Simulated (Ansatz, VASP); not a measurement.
One calculation of Ti, two programs

Contents of INCAR:

```
SYSTEM = Ti
PREC = Accurate ; ENCUT = 520
EDIFF = 1E-7 ; ISMEAR = 0
SIGMA = 0.15 ; LREAL = .False.
LASPH = .True. ; NELM = 100
ALGO = Fast ; ISIF = 2
LWAVE = .False. ; LCHARG = .False.
NBANDS = 12
```

File KPOINTS:

```
regular mesh
0
Gamma
  22 22 22
  0 0 0
```

POSCAR

```
Ti
1.0
    0.0000000000      2.1803766198      1.4820019885
    2.1803766198      0.0000000000      1.4820019885
    2.1803766198      2.1803766198      0.0000000000
Ti
1
Direct
    0.0000000000      0.0000000000      0.0000000000
```

Input for Ansatz:

```yaml
crystal:
  lattice:
    - [0.0, 2.1803766198, 1.4820019885]
    - [2.1803766198, 0.0, 1.4820019885]
    - [2.1803766198, 2.1803766198, 0.0]
  atoms:
    - { symbol: Ti, position: [0.0, 0.0, 0.0] }
basis:
  ecutwfc: 520.0
kpoints:
  mp_grid: { grid: [22, 22, 22] }
hamiltonian:
  xc: lda
  pseudopotentials: { kind: paw, azcp: { folder: soft_1 } }
scf:
  occupations: { method: gaussian, width: 0.15 }
output:
  forces: true
  stress: true
  eigenvalues: true
```

Alike in both runs: task single point; functional LDA; k mesh 22 × 22 × 22; occupations gaussian, width 0.15 eV; no spin polarisation.

|  | VASP | Ansatz |
| --- | --- | --- |
| version | VASP 6.6.1 | Ansatz 0.2.0 |
| potentials or method | VASP PAW LDA potentials, release 64 (Ti_sv), cutoff 520 eV | scalar-relativistic, plane waves, PAW |
| valence electrons in the cell | 12 | 12 |

```tsv
	VASP	Ansatz	Ansatz less VASP
gap on the k mesh at the Fermi level (eV)	none	none	-
pressure (GPa)	16.8	17.1	+0.34
traceless stress, the component that is largest in VASP (GPa)	-0.44	-0.42	+0.021
```

Ansatz warns that its potentials were made for another functional, while VASP's fit it. LDA's correlation is that of Perdew and Zunger in VASP and of Perdew and Wang (1992) in Ansatz. A gap of «none» marks a metal or a gap that the smearing closes.
